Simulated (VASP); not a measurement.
Here is a VASP 6.6.1 calculation.

INCAR

```
PREC     = Accurate       # precision mode
ENCUT    = 520            # plane-wave cutoff, eV
EDIFF    = 1E-7           # SCF threshold, eV
ISMEAR   = 1              # smearing method
SIGMA    = 0.05           # smearing width, eV
LREAL    = F              # projectors in reciprocal space
LASPH    = T              # aspherical terms in the spheres
NELM     = 60             # most SCF steps
ALGO     = Normal         # electronic algorithm
ISIF     = 2              # what is computed and relaxed
LWAVE    = F              # write WAVECAR
LCHARG   = F              # write CHGCAR
NBANDS   = 18             # bands
```

Contents of KPOINTS:

```
regular mesh
0
Gamma
  5 5 5
```

The input POSCAR:

```
BaZn
1.0
    4.0785100000      0.0000000000      0.0000000000
    0.0000000000      4.0785100000      0.0000000000
    0.0000000000      0.0000000000      4.0785100000
Ba Zn
1 1
Direct
    0.0000000000      0.0000000000      0.0000000000
    0.5000000000      0.5000000000      0.5122593790
```

Potentials or basis: VASP PAW LDA potentials, release 64 (Ba_sv, Zn).

Launch:

```bash
$ cat potpaw_LDA.64/Ba_sv/POTCAR potpaw_LDA.64/Zn/POTCAR > POTCAR
$ mpirun -np 1 vasp_std > vasp.out
```

Task: Predict the band gap on the k mesh.

Result: Zero (band 11 reaches 2.58 eV, above the bottom of band 12 at 1.01 eV).

Task: Predict the largest force.

Result: 0.060 eV/Å.

Task: Predict the pressure.

Result: -2.0 GPa.

Forces on the atoms (eV/Å):
```
Ba   0.000  0.000  0.060
Zn   0.000  0.000 -0.060
```

Caveat: spin-orbit coupling is left out, which moves the levels of the heavy elements.
